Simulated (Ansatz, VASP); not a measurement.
## KBr in VASP and in Ansatz

POSCAR

```
KBr
1.0
    0.0000000000      3.3434260326      3.3434260326
    3.3434260326      0.0000000000      3.3434260326
    3.3434260326      3.3434260326      0.0000000000
Br K
1 1
Direct
    0.5000000000      0.5000000000      0.5000000000
    0.0000000000      0.0000000000      0.0000000000
```

The input INCAR.step1:

```
SYSTEM = KBr
  PREC = Accurate
  ENCUT = 520
  ISMEAR = -1
  SIGMA = 0.05
  LREAL = .FALSE.
  LASPH = .TRUE.
  NELM = 60
  NBANDS = 15
  GGA = PE
  ALGO = Normal
  EDIFF = 1E-4
  LWAVE = .TRUE.
  LCHARG = .FALSE.
```

Contents of INCAR.step2:

```
SYSTEM = KBr
  PREC = Accurate
  ENCUT = 520
  EDIFF = 1E-7
  ISMEAR = -1
  SIGMA = 0.05
  LREAL = .FALSE.
  LASPH = .TRUE.
  NELM = 60
  ALGO = Normal
  ISIF = 2
  LWAVE = .FALSE.
  LCHARG = .TRUE.
  METAGGA = R2SCAN
  LMIXTAU = .TRUE.
  LELF = .TRUE.
  LVHAR = .TRUE.
  NBANDS = 15
  ISTART = 1
```

Contents of KPOINTS:

```
Automatic mesh
0
G
  7 7 7
  0 0 0
```

File input.yaml:

```yaml
crystal:
  lattice:
    - [0.0, 3.3434260326, 3.3434260326]
    - [3.3434260326, 0.0, 3.3434260326]
    - [3.3434260326, 3.3434260326, 0.0]
  atoms:
    - { symbol: Br, position: [0.5, 0.5, 0.5] }
    - { symbol: K, position: [0.0, 0.0, 0.0] }
hamiltonian:
  xc: r2scan
  pseudopotentials: { kind: paw }
kpoints:
  mp_grid: { grid: [7, 7, 7] }
scf:
  occupations: { method: fermi_dirac, width: 0.05 }
output:
  forces: true
  stress: true
  eigenvalues: true
```

Alike in both runs: task single point; functional r2SCAN; k mesh 7 × 7 × 7; occupations fermi-dirac, width 0.05 eV; no spin polarisation.

|  | VASP | Ansatz |
| --- | --- | --- |
| version | VASP 6.6.1 | Ansatz 0.2.0 |
| potentials or method | VASP PAW PBE potentials, release 64 (Br, K_sv) | Ansatz PAW |
| plane-wave cutoff (eV) | 520 | 500 |
| valence electrons in the cell | 16 | 16 |

```csv
,VASP,Ansatz,Ansatz less VASP
gap on the k mesh at the Fermi level (eV),4.97,4.97,-0.002
least direct gap on the mesh (eV),4.97,4.97,-0.002
pressure (GPa),-0.5,-0.5,+0.01
```

VASP's potentials were made for PBE, not for r2SCAN.

Noted on Ansatz's run: odd divisions of the mesh miss points on the zone boundary, where band edges often lie, so the gap on the mesh can be too wide.
